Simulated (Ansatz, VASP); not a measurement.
One calculation of NaF, two programs

```
Na F
1.0
     0.00000    2.18631    2.62357
     2.18631    0.00000    2.62357
     2.18631    2.18631    0.00000
Na F
1 1
Direct
  0.00000 0.00000 0.00000
  0.50000 0.50000 0.50000
```

Alike in both runs: task single point; functional r2SCAN; k mesh 10 × 10 × 10; occupations gaussian, width 0.05 eV; no spin polarisation.

|  | VASP | Ansatz |
| --- | --- | --- |
| version | VASP 6.6.1 | Ansatz 0.2.0 |
| potentials or method | VASP PAW PBE potentials, release 64 (Na_pv, F), cutoff 520 eV | scalar-relativistic, plane waves, PAW |
| valence electrons in the cell | 14 | 16 |

Ansatz gave:

| Item | Value |
| --- | --- |
| gap on the k mesh at the Fermi level (eV) | 7.00 |
| least direct gap on the mesh (eV) | 7.00 |
| pressure (GPa) | 2.1 |
| traceless stress, the component that is largest in VASP (GPa) | -7.84 |

Problem. Which values does VASP return?

Solution. gap on the k mesh at the Fermi level (eV): 7.02; least direct gap on the mesh (eV): 7.02; pressure (GPa): 1.6; traceless stress, the component that is largest in VASP (GPa): -7.85.

VASP's potentials were made for PBE, not for r2SCAN. VASP's potentials hold 14 valence electrons a cell and Ansatz's 16, so a difference there can come from the potentials and not from the codes.
